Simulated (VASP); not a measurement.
# F (C2/m) in VASP: electric field gradients with PBE

Aim: the electric field gradients of F with PBE.

Everything below comes from runs of VASP 6.6.1. Logs are shortened: lines on timing, memory, paths and dates and some standing lists are left out, and cuts for length are marked.

## 1. The cell of the first run

It takes space group C2/m (No. 12, monoclinic). The conventional cell has a = 5.500 Å, b = 3.280 Å, c = 7.284 Å, α = 90.00°, β = 102.17°, γ = 90.00°. Within 1.9 Å of F (site symmetry m) lie 1 F at 1.44 Å. Within 1.9 Å of F (site symmetry m) lie 1 F at 1.45 Å.

## 2. Electric field gradients, PBE

File INCAR:

```
PREC = Accurate ; ENCUT = 520
EDIFF = 1E-8 ; ISMEAR = -1
SIGMA = 0.03 ; LREAL = F
LASPH = T ; NELM = 100
ALGO = Normal ; ISIF = 2
LWAVE = F ; LCHARG = F
GGA = PE ; LEFG = T
NBANDS = 22
```

File KPOINTS:

```
Automatic mesh
0
Gamma
  11 11 5
```

File POSCAR:

```
F
1.0
    2.7500000000     -1.6400000000      0.0000000000
    2.7500000000      1.6400000000      0.0000000000
   -1.5360100000      0.0000000000      7.1200200000
F
4
Direct
    0.0504000000      0.0504000000      0.0996000000
    0.9496000000      0.9496000000      0.9004000000
    0.5050000000      0.5050000000      0.6000000000
    0.4950000000      0.4950000000      0.4000000000
```

Potentials or basis: VASP PAW PBE potentials, release 64 (F).

On the command line:

```console
$ cat potpaw_PBE.64/F/POTCAR > POTCAR
$ mpirun -np 1 vasp_std > vasp.out
```

OUTCAR:

```text
PREC = Accurate
   ENCUT = 520
   EDIFF = 1E-8
   ISMEAR = -1
   LREAL = F
   LASPH = T
   NELM = 100
   ISIF = 2
   GGA = PE

 ion  position               nearest neighbor table
   1  0.050  0.050  0.100-   2 1.44
   2  0.950  0.950  0.900-   1 1.44
   3  0.505  0.505  0.600-   4 1.45
   4  0.495  0.495  0.400-   3 1.45

  LATTYP: Found a base centered monoclinic cell.
 ALAT       =     5.5000000000
 B/A-ratio  =     0.5963636364
 C/A-ratio  =     1.3243306311
 COS(beta)  =    -0.2108797750

  Lattice vectors:

 A1 = (   2.7500000000,  -1.6400000000,   0.0000000000)
 A2 = (   2.7500000000,   1.6400000000,   0.0000000000)
 A3 = (  -1.5360100000,   0.0000000000,   7.1200200000)

Analysis of symmetry for initial positions (statically):
=====================================================================
 Subroutine PRICEL returns:
 Original cell was already a primitive cell.

 Routine SETGRP: Setting up the symmetry group for a
 base centered monoclinic supercell.

 Subroutine GETGRP returns: Found  4 space group operations
 (whereof  4 operations were pure point group operations)
 out of a pool of  4 trial point group operations.

The static configuration has the point symmetry C_2h.

Analysis of symmetry for dynamics (positions and initial velocities):
=====================================================================
 Subroutine PRICEL returns:
 Original cell was already a primitive cell.

 Routine SETGRP: Setting up the symmetry group for a
 base centered monoclinic supercell.

 Subroutine GETGRP returns: Found  4 space group operations
 (whereof  4 operations were pure point group operations)
 out of a pool of  4 trial point group operations.

The dynamic configuration has the point symmetry C_2h.

 Subroutine INISYM returns: Found  4 space group operations
 (whereof  4 operations are pure point group operations),
 and found     1 'primitive' translations

----------------------------------------------------------------------------------------

                                     Primitive cell

  volume of cell :      64.2226

  direct lattice vectors                    reciprocal lattice vectors
     2.750000000 -1.640000000  0.000000000     0.181818182 -0.304878049  0.039223843
     2.750000000  1.640000000  0.000000000     0.181818182  0.304878049  0.039223843
    -1.536010000  0.000000000  7.120020000     0.000000000  0.000000000  0.140449044

  length of vectors
     3.201890067  3.201890067  7.283818471     0.357137209  0.357137209  0.140449044

  position of ions in fractional coordinates (direct lattice)
     0.050400000  0.050400000  0.099600000
     0.949600000  0.949600000  0.900400000
     0.505000000  0.505000000  0.600000000
     0.495000000  0.495000000  0.400000000

  ion indices of the primitive-cell ions
   primitive index   ion index
                 1           1
                 2           2
                 3           3
                 4           4

----------------------------------------------------------------------------------------

 KPOINTS: Automatic mesh

Automatic generation of k-mesh.
 Grid dimensions read from file:
 generate k-points for:   11   11    5

 Generating k-lattice:

  Cartesian coordinates                     Fractional coordinates (reciprocal lattice)
     0.016528926 -0.027716186  0.003565804     0.090909091 -0.000000000  0.000000000
     0.016528926  0.027716186  0.003565804    -0.000000000  0.090909091  0.000000000
     0.000000000  0.000000000  0.028089809     0.000000000  0.000000000  0.200000000

  Length of vectors
     0.032467019  0.032467019  0.028089809

  Shift w.r.t. Gamma in fractional coordinates (k-lattice)
     0.000000000  0.000000000  0.000000000

 Subroutine IBZKPT returns following result:
 ===========================================

 Found    168 irreducible k-points:

 Following reciprocal coordinates:
            Coordinates               Weight
  0.000000  0.000000  0.000000      1.000000
  0.090909 -0.000000  0.000000      4.000000
  0.181818  0.000000  0.000000      4.000000
  0.272727  0.000000 -0.000000      4.000000
  0.363636 -0.000000  0.000000      4.000000
  0.454545  0.000000 -0.000000      4.000000
[... 16 lines left out ...]
 -0.272727  0.181818  0.000000      4.000000
 -0.181818  0.181818  0.000000      2.000000
 [... further k-points ...]
   k-points           NKPTS =    168   k-points in BZ     NKDIM =    168   number of bands    NBANDS=     22
   number of dos      NEDOS =    301   number of ions     NIONS =      4
   total plane-waves  NPLWV =  31104
   dimension x,y,z NGX =    24 NGY =   24 NGZ =   54
   dimension x,y,z NGXF=    48 NGYF=   48 NGZF=  108
   ions per type =               4
   NGX,Y,Z   is equivalent  to a cutoff of  12.46, 12.46, 12.32 a.u.
   NGXF,Y,Z  is equivalent  to a cutoff of  24.92, 24.92, 24.65 a.u.
 SYSTEM =  unknown system
   PREC   = accura    normal or accurate (medium, high low for compatibility)
   ISTART =      0    job   : 0-new  1-cont  2-samecut
   ICHARG =      2    charge: 1-file 2-atom 10-const
   ISPIN  =      1    spin polarized calculation?
   LNONCOLLINEAR =      F non collinear calculations
   LSORBIT =      F    spin-orbit coupling
   LASPH  =      T    aspherical Exc in radial PAW
   ENCUT  =  520.0 eV  38.22 Ry    6.18 a.u.   5.95  5.95 13.54*2*pi/ulx,y,z
   NELM   =    100;   NELMIN=  2; NELMDL= -5     # of ELM steps
   EDIFF  = 0.1E-07   stopping-criterion for ELM
   LREAL  =      F    real-space projection
   EDIFFG = 0.1E-06   stopping-criterion for IOM
   NSW    =      0    number of steps for IOM
   IBRION =     -1    ionic relax: 0-MD 1-quasi-New 2-CG
   NFREE  =      0    steps in history (QN), initial steepest desc. (CG)
   ISIF   =      2    stress and relaxation
   ISYM   =      2    0-nonsym 1-usesym 2-fastsym
   POTIM  = 0.5000    time-step for ionic-motion
   TEBEG  =    0.0;   TEEND  =   0.0 temperature during run
   PSTRESS=    0.0 pullay stress
   NELECT =      28.0000    total number of electrons
   NUPDOWN=      -1.0000    fix difference up-down
   EMIN   =  10.00;   EMAX   =-10.00  energy-range for DOS
   EFERMI =   0.00;   METHOD = LEGACY
   ISMEAR =    -1;   SIGMA  =   0.03  broadening in eV -4-tet -1-fermi 0-gaus
   EFERMI_NEDOS =   21; number of points for ismear=-14 and -15
   IALGO  =     38    algorithm
   IMIX   =      4    mixing-type and parameters
     AMIX     =   0.40;   BMIX     =  1.00
     AMIX_MAG =   1.60;   BMIX_MAG =  1.00
  volume/ion in A,a.u.               =      16.06       108.35
  Fermi-wavevector in a.u.,A,eV,Ry     =   1.241361  2.345833 20.966282  1.540978
  Thomas-Fermi vector in A             =   2.375763
   LORBIT       =      0    0 simple, 1 ext, 2 COOP (PROOUT), +10 PAW based schemes
   GGA     = PE    functional components
   LHFCALC =     F    Hartree Fock is set to
   AEXX    =    0.0000 exact exchange contribution
   IVDW    =     0    specifies the selected vdW correction
   LEPSILON=     F    determine dielectric tensor
   LRPA    =     F    only Hartree local field effects (RPA)
 non-spin polarized calculation
  energy-cutoff  :      520.00
  volume of cell :       64.22
 maximum number of plane-waves:      1749
   NGX = 11   NGY = 11   NGZ = 27

 number of electron      27.9999988 magnetization

 Free energy of the ion-electron system (eV)
  ---------------------------------------------------
  ext. energy  EPLUGINS =         0.00000000
  ---------------------------------------------------
  free energy    TOTEN  =        -7.28069261 eV

  energy without entropy =       -7.28069261  energy(sigma->0) =       -7.28069261

 E-fermi :  -4.5284     XC(G=0):  -7.6282

 val. band max:       -5.2073287922   @ k =   0.0000   0.0000   0.0000
 cond. band min:      -2.9248918281   @ k =   0.0000   0.0000   0.0000
 fundamental gap:      2.2824369641
 Fermi energy:        -4.5284281999

 k-point     1 :       0.0000    0.0000    0.0000
  band No.  band energies     occupation
      1     -29.7889      2.00000
      2     -29.6390      2.00000
      3     -24.1024      2.00000
      4     -23.7690      2.00000
      5     -11.7354      2.00000
      6     -10.8732      2.00000
[... 14 lines left out ...]
     21      13.7307      0.00000
     22      16.5835      0.00000

 k-point     2 :       0.0909   -0.0000    0.0000
  band No.  band energies     occupation
      1     -29.7806      2.00000
      2     -29.6339      2.00000
      3     -24.0903      2.00000
      4     -23.7699      2.00000
      5     -11.7159      2.00000
      6     -10.8868      2.00000
[... 14 lines left out ...]
     21      14.0557      0.00000
     22      15.5067      0.00000

 k-point     3 :       0.1818    0.0000    0.0000
  band No.  band energies     occupation
      1     -29.7576      2.00000
      2     -29.6203      2.00000
      3     -24.0552      2.00000
      4     -23.7744      2.00000
      5     -11.6594      2.00000
      6     -10.9279      2.00000
[... 14 lines left out ...]
     21      13.7537      0.00000
     22      14.3784      0.00000

 k-point     4 :       0.2727    0.0000   -0.0000
  band No.  band energies     occupation
      1     -29.7268      2.00000
      2     -29.6028      2.00000
      3     -24.0040      2.00000
      4     -23.7851      2.00000
      5     -11.5718      2.00000
      6     -10.9968      2.00000
[... 14 lines left out ...]
     21      13.2440      0.00000
     22      13.9582      0.00000

 k-point     5 :       0.3636   -0.0000    0.0000
  band No.  band energies     occupation
      1     -29.6979      2.00000
      2     -29.5876      2.00000
      3     -23.9456      2.00000
      4     -23.8064      2.00000
      5     -11.4613      2.00000
      6     -11.0916      2.00000
[... 417 lines left out ...]
 k-point    22 :      -0.3636    0.1818   -0.0000
  band No.  band energies     occupation
      1     -29.6727      2.00000
      2     -29.5719      2.00000
      3     -23.8800      2.00000
      4     -23.8390      2.00000
      5     -11.3205      2.00000
      6     -11.2061      2.00000
[... 14 lines left out ...]
     21      11.1519      0.00000
     22      12.1518      0.00000

 k-point    23 :      -0.2727    0.1818    0.0000
  band No.  band energies     occupation
      1     -29.6891      2.00000
      2     -29.5813      2.00000
      3     -23.9293      2.00000
      4     -23.8097      2.00000
      5     -11.4299      2.00000
      6     -11.1101      2.00000
[... 14 lines left out ...]
     21      12.1223      0.00000
     22      13.1002      0.00000

 k-point    24 :      -0.1818    0.1818    0.0000
  band No.  band energies     occupation
      1     -29.7139      2.00000
      2     -29.5953      2.00000
      3     -23.9805      2.00000
      4     -23.7904      2.00000
      5     -11.5301      2.00000
      6     -11.0280      2.00000
[... 14 lines left out ...]
     21      13.0152      0.00000
     22      14.1214      0.00000

 [... further k-points ...]
[... 5 lines left out ...]
  --------------------------------------------------------------------------------------
  -------------------------------------------------------------------------------------
  Total        0.0744540      0.0902598     -1.3798653      0.0000000      0.0000000      0.0310323
  in kB        1.8574244      2.2517353    -34.4238577      0.0000000      0.0000000      0.7741712
  external PRESSURE =     -10.1048993 kB  Pullay stress =       0.0000000 kB

 VOLUME and BASIS-vectors are now :
 -----------------------------------------------------------------------------
  energy-cutoff  :      520.00
  volume of cell :       64.22
      direct lattice vectors                 reciprocal lattice vectors
     2.750000000 -1.640000000  0.000000000     0.181818182 -0.304878049  0.039223843
     2.750000000  1.640000000  0.000000000     0.181818182  0.304878049  0.039223843
    -1.536010000  0.000000000  7.120020000     0.000000000  0.000000000  0.140449044

 POSITION                                       TOTAL-FORCE (eV/Angst)
 -----------------------------------------------------------------------------------
      0.12421      0.00000      0.70915        -0.062655      0.000000     -0.410153
      3.83978      0.00000      6.41087         0.062655      0.000000      0.410153
      1.85589      0.00000      4.27201         0.108354      0.000000     -0.583229
      2.10810      0.00000      2.84801        -0.108354      0.000000      0.583229
 -----------------------------------------------------------------------------------
    total drift:                                0.000000     -0.000000      0.000000

  FREE ENERGIE OF THE ION-ELECTRON SYSTEM (eV)
  ---------------------------------------------------
  free  energy   TOTEN  =        -7.2806926077 eV

  energy  without entropy=       -7.2806926077  energy(sigma->0) =       -7.28069261

 Electric field gradients (V/A^2)
---------------------------------------------------------------------
 ion       V_xx      V_yy      V_zz      V_xy      V_xz      V_yz
---------------------------------------------------------------------
   1    -286.827  -311.080   597.907     0.000   159.244    -0.000
   2    -286.827  -311.080   597.907     0.000   159.244     0.000
   3    -284.336  -313.031   597.367     0.000  -160.903     0.000
   4    -284.336  -313.031   597.367     0.000  -160.903    -0.000
---------------------------------------------------------------------

 Electric field gradients after diagonalization (V/A^2)
 (convention: |V_zz| > |V_xx| > |V_yy|)
----------------------------------------------------------------------
 ion       V_xx      V_yy      V_zz     asymmetry (V_yy - V_xx)/ V_zz
----------------------------------------------------------------------
   1    -314.616  -311.080   625.697       0.006
   2    -314.616  -311.080   625.697       0.006
   3    -313.031  -312.781   625.812       0.000
   4    -313.031  -312.781   625.812       0.000
----------------------------------------------------------------------

           NMR quadrupolar parameters

 Cq : quadrupolar parameter    Cq=e*Q*V_zz/h
 eta: asymmetry parameters     (V_yy - V_xx)/ V_zz
 Q  : nuclear electric quadrupole moment in mb (millibarn)
----------------------------------------------------------------------
 ion       Cq(MHz)       eta       Q (mb)
----------------------------------------------------------------------
   1       1.513       0.006       1.000
   2       1.513       0.006       1.000
   3       1.513       0.000       1.000
   4       1.513       0.000       1.000
----------------------------------------------------------------------
```

Run time: 3.4 min. Hardware: 1 thread of Intel Xeon Platinum 8259CL at 2.50GHz (Skylake/Cascade Lake), shared host; peak memory 0.28 GiB.

What came out:

```
Free energy            : -7.2807 eV
Pressure               : -1.0 GPa
Largest force          : 0.593 eV/Å
Band gap on the k mesh : 2.28 eV, direct
```

Forces in eV/Å, atoms in the order of the input:
```
F   -0.063  0.000 -0.410
F    0.063  0.000  0.410
F    0.108  0.000 -0.583
F   -0.108  0.000  0.583
```

Levels at points of the mesh, in eV from the valence-band top:
| k point | band 11 | band 12 | band 13 | band 14 | band 15 | band 16 | band 17 | band 18 |
| --- | --- | --- | --- | --- | --- | --- | --- | --- |
| (0.00, 0.00, 0.00) | -0.25 | -0.19 | -0.08 | 0.00 | 2.28 | 3.37 | 9.17 | 11.22 |

Electric field gradients, principal values (V/Å²):
```
atom     least    middle  greatest (by size)
 1 F  -311.080  -314.616             625.697
 2 F  -311.080  -314.616             625.697
 3 F  -312.781  -313.031             625.812
 4 F  -312.781  -313.031             625.812
```

Caveat: without QUAD_EFG the Cq values of the log hold for a quadrupole moment of 1 mb, not for the nuclei.
